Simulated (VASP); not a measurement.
# CdGeAs2 (I-42d) in VASP: single point with r2SCAN

Aim: the single point of CdGeAs2 with r2SCAN.

Program: VASP 6.6.1. These are calculated values, not measurements. Logs are shortened: lines on timing, memory, paths and dates and some standing lists are left out, and cuts for length are marked.

## Step 1: The cell of the first run

It takes space group I-42d (No. 122, tetragonal). The conventional cell has a = 5.978 Å, b = 5.978 Å, c = 11.329 Å, α = 90.00°, β = 90.00°, γ = 90.00°. Within 3.5 Å of Cd (site symmetry -4) lie 4 As at 2.65 Å. Within 3.2 Å of Ge (site symmetry -4) lie 4 As at 2.45 Å. As (site symmetry 2) has 2 Ge at 2.45 Å and 2 Cd at 2.65 Å within 3.2 Å.

## Step 2: Single point, r2SCAN

Contents of POSCAR:

```
CdGeAs2
1.0
   -2.9888745628      2.9888745628      5.6642966801
    2.9888745628     -2.9888745628      5.6642966801
    2.9888745628      2.9888745628     -5.6642966801
Cd Ge As
2 2 4
Direct
    0.2500000000      0.7500000000      0.5000000000
    0.5000000000      0.5000000000      0.0000000000
    0.0000000000      0.0000000000      0.0000000000
    0.7500000000      0.2500000000      0.5000000000
    0.8750000000      0.3462175700      0.9712175700
    0.6537824300      0.6250000000      0.5287824300
    0.3750000000      0.9037824300      0.0287824300
    0.0962175700      0.1250000000      0.4712175700
```

Contents of INCAR.step1:

```
SYSTEM = CdGeAs2
PREC = Accurate ; ENCUT = 520
ISMEAR = 0 ; SIGMA = 0.1
LREAL = .FALSE. ; LASPH = .TRUE.
NELM = 100 ; NBANDS = 46
GGA = PE ; ALGO = Normal
EDIFF = 1E-4 ; LWAVE = .TRUE.
LCHARG = .FALSE.
```

Contents of INCAR.step2:

```
SYSTEM = CdGeAs2
PREC = Accurate ; ENCUT = 520
EDIFF = 1E-7 ; ISMEAR = 0
SIGMA = 0.1 ; LREAL = .FALSE.
LASPH = .TRUE. ; NELM = 100
ALGO = Normal ; ISIF = 2
LWAVE = .FALSE. ; LCHARG = .FALSE.
METAGGA = R2SCAN ; LMIXTAU = .TRUE.
NBANDS = 46 ; ISTART = 1
```

Contents of KPOINTS:

```
Automatic mesh
0
G
  4 4 4
  0 0 0
```

Potentials or basis: VASP PAW PBE potentials, release 64 (Cd, Ge_d, As).

Launch:

```bash
$ cat potpaw_PBE.64/Cd/POTCAR potpaw_PBE.64/Ge_d/POTCAR potpaw_PBE.64/As/POTCAR > POTCAR
$ cp INCAR.step1 INCAR
$ mpirun -np 1 vasp_std > vasp.out
$ cp INCAR.step2 INCAR
$ mpirun -np 1 vasp_std > vasp.out
```

OUTCAR:

```text
SYSTEM = CdGeAs2
   PREC = Accurate
   ENCUT = 520
   EDIFF = 1E-7
   ISMEAR = 0
   LREAL = .FALSE.
   LASPH = .TRUE.
   NELM = 100
   ISIF = 2
   METAGGA = R2SCAN
   ISTART = 1

 ion  position               nearest neighbor table
   1  0.250  0.750  0.500-   7 2.65   6 2.65   8 2.65   5 2.65
   2  0.500  0.500  0.000-   6 2.65   5 2.65   7 2.65   8 2.65
   3  0.000  0.000  0.000-   6 2.45   5 2.45   7 2.45   8 2.45
   4  0.750  0.250  0.500-   7 2.45   6 2.45   5 2.45   8 2.45
   5  0.875  0.346  0.971-   3 2.45   4 2.45   1 2.65   2 2.65
   6  0.654  0.625  0.529-   3 2.45   4 2.45   1 2.65   2 2.65
   7  0.375  0.904  0.029-   4 2.45   3 2.45   2 2.65   1 2.65
   8  0.096  0.125  0.471-   3 2.45   4 2.45   2 2.65   1 2.65

  LATTYP: Found a body centered tetragonal cell.
 ALAT       =     5.9777491256
 C/A-ratio  =     1.8951269319

  Lattice vectors:

 A1 = (  -2.9888745628,   2.9888745628,   5.6642966801)
 A2 = (   2.9888745628,  -2.9888745628,   5.6642966801)
 A3 = (   2.9888745628,   2.9888745628,  -5.6642966801)

Analysis of symmetry for initial positions (statically):
=====================================================================
 Subroutine PRICEL returns:
 Original cell was already a primitive cell.

 Routine SETGRP: Setting up the symmetry group for a
 body centered tetragonal supercell.

 Subroutine GETGRP returns: Found  8 space group operations
 (whereof  4 operations were pure point group operations)
 out of a pool of 16 trial point group operations.

The static configuration has the point symmetry S_4 .
 The point group associated with its full space group is D_2d.

Analysis of symmetry for dynamics (positions and initial velocities):
=====================================================================
 Subroutine PRICEL returns:
 Original cell was already a primitive cell.

 Routine SETGRP: Setting up the symmetry group for a
 body centered tetragonal supercell.

 Subroutine GETGRP returns: Found  8 space group operations
 (whereof  4 operations were pure point group operations)
 out of a pool of 16 trial point group operations.

The dynamic configuration has the point symmetry S_4 .
 The point group associated with its full space group is D_2d.

 Subroutine INISYM returns: Found  8 space group operations
 (whereof  4 operations are pure point group operations),
 and found     1 'primitive' translations

----------------------------------------------------------------------------------------

                                     Primitive cell

  volume of cell :     202.4051

  direct lattice vectors                    reciprocal lattice vectors
    -2.988874563  2.988874563  5.664296680     0.000000000  0.167287047  0.088272212
     2.988874563 -2.988874563  5.664296680     0.167287047  0.000000000  0.088272212
     2.988874563  2.988874563 -5.664296680     0.167287047  0.167287047  0.000000000

  length of vectors
     7.067602082  7.067602082  7.067602082     0.189147931  0.189147931  0.236579611

  position of ions in fractional coordinates (direct lattice)
     0.250000000  0.750000000  0.500000000
     0.500000000  0.500000000  0.000000000
     0.000000000  0.000000000  0.000000000
     0.750000000  0.250000000  0.500000000
     0.875000000  0.346217570  0.971217570
     0.653782430  0.625000000  0.528782430
     0.375000000  0.903782430  0.028782430
     0.096217570  0.125000000  0.471217570

  ion indices of the primitive-cell ions
   primitive index   ion index
                 1           1
                 2           2
                 3           3
                 4           4
                 5           5
                 6           6
                 7           7
                 8           8

----------------------------------------------------------------------------------------

 KPOINTS: Automatic mesh

Automatic generation of k-mesh.
 Grid dimensions read from file:
 generate k-points for:    4    4    4

 Generating k-lattice:

  Cartesian coordinates                     Fractional coordinates (reciprocal lattice)
     0.000000000  0.041821762  0.022068053     0.250000000 -0.000000000  0.000000000
     0.041821762  0.000000000  0.022068053    -0.000000000  0.250000000  0.000000000
     0.041821762  0.041821762  0.000000000     0.000000000  0.000000000  0.250000000

  Length of vectors
     0.047286983  0.047286983  0.059144903

  Shift w.r.t. Gamma in fractional coordinates (k-lattice)
     0.000000000  0.000000000  0.000000000

 Subroutine IBZKPT returns following result:
 ===========================================

 Found     13 irreducible k-points:

 Following reciprocal coordinates:
            Coordinates               Weight
  0.000000  0.000000  0.000000      1.000000
  0.250000 -0.000000  0.000000      8.000000
  0.500000 -0.000000  0.000000      4.000000
  0.250000  0.250000  0.000000      8.000000
  0.500000  0.250000  0.000000     16.000000
 -0.250000  0.250000  0.000000      4.000000
  0.500000  0.500000  0.000000      2.000000
  0.250000  0.250000  0.250000      2.000000
 -0.250000  0.250000  0.250000      4.000000
  0.500000  0.500000  0.250000      4.000000
 -0.250000  0.500000  0.250000      8.000000
 -0.250000 -0.250000  0.250000      2.000000
  0.500000  0.500000  0.500000      1.000000
   k-points           NKPTS =     13   k-points in BZ     NKDIM =     13   number of bands    NBANDS=     46
   number of dos      NEDOS =    301   number of ions     NIONS =      8
   total plane-waves  NPLWV = 157464
   dimension x,y,z NGX =    54 NGY =   54 NGZ =   54
   dimension x,y,z NGXF=   108 NGYF=  108 NGZF=  108
   ions per type =               2   2   4
   NGX,Y,Z   is equivalent  to a cutoff of  12.70, 12.70, 12.70 a.u.
   NGXF,Y,Z  is equivalent  to a cutoff of  25.40, 25.40, 25.40 a.u.
 SYSTEM =  CdGeAs2
   PREC   = accura    normal or accurate (medium, high low for compatibility)
   ISTART =      1    job   : 0-new  1-cont  2-samecut
   ICHARG =      0    charge: 1-file 2-atom 10-const
   ISPIN  =      1    spin polarized calculation?
   LNONCOLLINEAR =      F non collinear calculations
   LSORBIT =      F    spin-orbit coupling
   LASPH  =      T    aspherical Exc in radial PAW
   ENCUT  =  520.0 eV  38.22 Ry    6.18 a.u.  13.14 13.14 13.14*2*pi/ulx,y,z
   NELM   =    100;   NELMIN=  2; NELMDL=  0     # of ELM steps
   EDIFF  = 0.1E-06   stopping-criterion for ELM
   LREAL  =      F    real-space projection
   EDIFFG = 0.1E-05   stopping-criterion for IOM
   NSW    =      0    number of steps for IOM
   IBRION =     -1    ionic relax: 0-MD 1-quasi-New 2-CG
   NFREE  =      0    steps in history (QN), initial steepest desc. (CG)
   ISIF   =      2    stress and relaxation
   ISYM   =      2    0-nonsym 1-usesym 2-fastsym
   POTIM  = 0.5000    time-step for ionic-motion
   TEBEG  =    0.0;   TEEND  =   0.0 temperature during run
   PSTRESS=    0.0 pullay stress
   NELECT =      72.0000    total number of electrons
   NUPDOWN=      -1.0000    fix difference up-down
   EMIN   =  10.00;   EMAX   =-10.00  energy-range for DOS
   EFERMI =   0.00;   METHOD = LEGACY
   ISMEAR =     0;   SIGMA  =   0.10  broadening in eV -4-tet -1-fermi 0-gaus
   EFERMI_NEDOS =   21; number of points for ismear=-14 and -15
   IALGO  =     38    algorithm
   IMIX   =      4    mixing-type and parameters
     AMIX     =   0.40;   BMIX     =  1.00
     AMIX_MAG =   1.60;   BMIX_MAG =  1.00
  volume/ion in A,a.u.               =      25.30       170.74
  Fermi-wavevector in a.u.,A,eV,Ry     =   1.159966  2.192018 18.306922  1.345521
  Thomas-Fermi vector in A             =   2.296553
   LORBIT       =      0    0 simple, 1 ext, 2 COOP (PROOUT), +10 PAW based schemes
   METAGGA = R2SCAN    functional components
   LHFCALC =     F    Hartree Fock is set to
   AEXX    =    0.0000 exact exchange contribution
   IVDW    =     0    specifies the selected vdW correction
   LEPSILON=     F    determine dielectric tensor
   LRPA    =     F    only Hartree local field effects (RPA)
 non-spin polarized calculation
 Gauss-broadening in eV      SIGMA  =   0.10
  energy-cutoff  :      520.00
  volume of cell :      202.41
 maximum number of plane-waves:      5492
 NGX is ok and might be reduce to    54
   NGX = 27   NGY = 27   NGZ = 27

 number of electron      72.0000010 magnetization

 Free energy of the ion-electron system (eV)
  ---------------------------------------------------
  ext. energy  EPLUGINS =         0.00000000
  ---------------------------------------------------
  free energy    TOTEN  =      -127.94491587 eV

  energy without entropy =     -127.94343099  energy(sigma->0) =     -127.94417343

 E-fermi :   2.8444     XC(G=0):  -9.9014

 val. band max:        2.8027395417   @ k =   0.0000   0.0000   0.0000
 cond. band min:       2.8859690688   @ k =   0.0000   0.0000   0.0000
 fundamental gap:      0.0832295270
 Fermi energy:         2.8443804172

 k-point     1 :       0.0000    0.0000    0.0000
  band No.  band energies     occupation
      1     -22.8675      2.00000
      2     -22.8671      2.00000
      3     -22.8670      2.00000
      4     -22.8631      2.00000
      5     -22.8594      2.00000
      6     -22.8594      2.00000
[... 38 lines left out ...]
     45       7.9318      0.00000
     46       7.9318      0.00000

 k-point     2 :       0.2500   -0.0000    0.0000
  band No.  band energies     occupation
      1     -22.8675      2.00000
      2     -22.8671      2.00000
      3     -22.8665      2.00000
      4     -22.8630      2.00000
      5     -22.8603      2.00000
      6     -22.8592      2.00000
[... 38 lines left out ...]
     45       7.7695      0.00000
     46       8.4258      0.00000

 k-point     3 :       0.5000   -0.0000    0.0000
  band No.  band energies     occupation
      1     -22.8675      2.00000
      2     -22.8673      2.00000
      3     -22.8657      2.00000
      4     -22.8622      2.00000
      5     -22.8621      2.00000
      6     -22.8590      2.00000
[... 38 lines left out ...]
     45       8.0977      0.00000
     46       8.2103      0.00000

 k-point     4 :       0.2500    0.2500    0.0000
  band No.  band energies     occupation
      1     -22.8673      2.00000
      2     -22.8673      2.00000
      3     -22.8659      2.00000
      4     -22.8633      2.00000
      5     -22.8602      2.00000
      6     -22.8599      2.00000
[... 381 lines left out ...]
     45       7.9112      0.00000
     46       8.3430      0.00000

 k-point    12 :      -0.2500   -0.2500    0.2500
  band No.  band energies     occupation
      1     -22.8674      2.00000
      2     -22.8674      2.00000
      3     -22.8668      2.00000
      4     -22.8637      2.00000
      5     -22.8591      2.00000
      6     -22.8591      2.00000
[... 38 lines left out ...]
     45       7.5447      0.00000
     46       7.5447      0.00000

 k-point    13 :       0.5000    0.5000    0.5000
  band No.  band energies     occupation
      1     -22.8678      2.00000
      2     -22.8678      2.00000
      3     -22.8653      2.00000
      4     -22.8653      2.00000
      5     -22.8587      2.00000
      6     -22.8587      2.00000
[... 38 lines left out ...]
     45       9.0032      0.00000
     46       9.0032      0.00000

------------------------ aborting loop because EDIFF is reached ----------------------------------------

  FORCE on cell =-STRESS in cart. coord.  units (eV):
  Direction    XX          YY          ZZ          XY          YZ          ZX
  --------------------------------------------------------------------------------------
  -------------------------------------------------------------------------------------
  Total        0.1137191      0.1137191     -0.0671785      0.0000000      0.0000000      0.0000000
  in kB        0.9001658      0.9001658     -0.5317651      0.0000000      0.0000000      0.0000000
  external PRESSURE =       0.4228555 kB  Pullay stress =       0.0000000 kB

 VOLUME and BASIS-vectors are now :
 -----------------------------------------------------------------------------
  energy-cutoff  :      520.00
  volume of cell :      202.41
      direct lattice vectors                 reciprocal lattice vectors
    -2.988874563  2.988874563  5.664296680     0.000000000  0.167287047  0.088272212
     2.988874563 -2.988874563  5.664296680     0.167287047  0.000000000  0.088272212
     2.988874563  2.988874563 -5.664296680     0.167287047  0.167287047  0.000000000

 POSITION                                       TOTAL-FORCE (eV/Angst)
 -----------------------------------------------------------------------------------
      2.98887     -0.00000      2.83215        -0.000000      0.000000     -0.000000
      0.00000      0.00000      5.66430        -0.000000      0.000000      0.000000
      0.00000      0.00000      0.00000        -0.000000      0.000000      0.000000
     -0.00000      2.98887      2.83215         0.000000      0.000000      0.000000
      1.32238      4.48331      1.41607        -0.002188      0.000000      0.000000
      1.49444      1.66649      4.24822        -0.000000      0.002188      0.000000
      1.66649     -1.49444      7.08037         0.002188      0.000000      0.000000
      1.49444      1.32238     -1.41607         0.000000     -0.002188      0.000000
 -----------------------------------------------------------------------------------
    total drift:                                0.000313      0.000313      0.000189

  FREE ENERGIE OF THE ION-ELECTRON SYSTEM (eV)
  ---------------------------------------------------
  free  energy   TOTEN  =      -127.9449158697 eV

  energy  without entropy=     -127.9434309914  energy(sigma->0) =     -127.94417343
```

Run time: 7.5 min. Hardware: 1 thread of Intel Xeon Platinum 8488C (Sapphire Rapids), shared host; peak memory 0.49 GiB.

Results:

| Item | Value |
| --- | --- |
| Free energy | -127.9449 eV |
| Pressure | 0.0 GPa |
| Band gap on the k mesh | 0.08 eV, direct |

Forces on the atoms (eV/Å):
```
Cd   0.000  0.000  0.000
Cd   0.000  0.000  0.000
Ge   0.000  0.000  0.000
Ge   0.000  0.000  0.000
As  -0.002  0.000  0.000
As   0.000  0.002  0.000
As   0.002  0.000  0.000
As   0.000 -0.002  0.000
```

Stress tensor (GPa, compression positive):
```
 0.09  0.00  0.00
 0.00  0.09  0.00
 0.00  0.00 -0.05
```

Levels at points of the mesh, in eV from the valence-band top:
```
           k point  band 34  band 35  band 36  band 37  band 38  band 39
(0.00, 0.00, 0.00)    -0.22    -0.22     0.00     0.08     1.52     1.94
(0.50, 0.00, 0.00)    -1.63    -1.34    -0.74     1.95     2.21     2.87
(0.50, 0.50, 0.00)    -1.18    -0.67    -0.67     0.89     0.89     2.72
(0.50, 0.50, 0.50)    -1.98    -1.09    -1.09     1.57     1.57     1.84
```

Caveat: the PAW data sets were made with another functional, which shifts forces and pressure a little.
